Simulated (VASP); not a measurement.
Set up this calculation in VASP 6.6.1, as the native input.

- Task: single point
- Functional: PBE
- Potentials or basis: VASP PAW PBE potentials, release 64 (Si, C)
- Cutoff: 520 eV
- k mesh: 18 × 18 × 2
- Occupations: gaussian, width 0.1 eV
- Spin: no spin polarisation
- Dipole correction: no
- Further INCAR settings: ALGO = Normal; EDIFF = 1e-06; NBANDS = 31

The structure of Si4C lies in POSCAR:

```
Si4C
1.0
    2.8504961598      0.0000000000      0.0000000000
   -1.4252480799      2.4686020878      0.0000000000
    0.0000000000      0.0000000000     17.9797912688
Si C
8 2
Direct
    0.3333333333      0.6666666667      0.8173283369
    0.3333333333      0.6666666667      0.0583399072
    0.3333333333      0.6666666667      0.4416600928
    0.3333333333      0.6666666667      0.6826716631
    0.6666666667      0.3333333333      0.9416600928
    0.6666666667      0.3333333333      0.1826716631
    0.6666666667      0.3333333333      0.3173283369
    0.6666666667      0.3333333333      0.5583399072
    0.3333333333      0.6666666667      0.2500000000
    0.6666666667      0.3333333333      0.7500000000
```

The input as run:

INCAR

```
SYSTEM = Si4C
ALGO     = Normal         ! electronic algorithm
EDIFF    = 1E-6           ! SCF threshold, eV
ENCUT    = 520            ! plane-wave cutoff, eV
GGA      = PE             ! functional
ISIF     = 2              ! what is computed and relaxed
ISMEAR   = 0              ! smearing method
LASPH    = .TRUE.         ! aspherical terms in the spheres
LCHARG   = .TRUE.         ! write CHGCAR
LELF     = .TRUE.         ! ELF
LREAL    = .FALSE.        ! projectors in reciprocal space
LVHAR    = .TRUE.       
LWAVE    = .FALSE.        ! write WAVECAR
NBANDS   = 31             ! bands
NELM     = 80             ! most SCF steps
PREC     = Accurate       ! precision mode
SIGMA    = 0.1            ! smearing width, eV
```

KPOINTS

```
k-points
0
G
  18 18 2
  0 0 0
```

Potentials or basis: VASP PAW PBE potentials, release 64 (Si, C).

Command:

```bash
$ cat potpaw_PBE.64/Si/POTCAR potpaw_PBE.64/C/POTCAR > POTCAR
$ mpirun -np 1 vasp_std > vasp.out
```

Results of the run:

```
Pressure               : 0.0 GPa
Largest force          : 0.032 eV/Å
Band gap on the k mesh : zero (band 20 reaches 15.81 eV, above the bottom of band 21 at 8.03 eV)
```

Wall time 3.2 min on 1 thread of AMD EPYC 9R45 96-Core Processor (Zen 5), with other jobs on the host, peak memory 0.36 GiB.
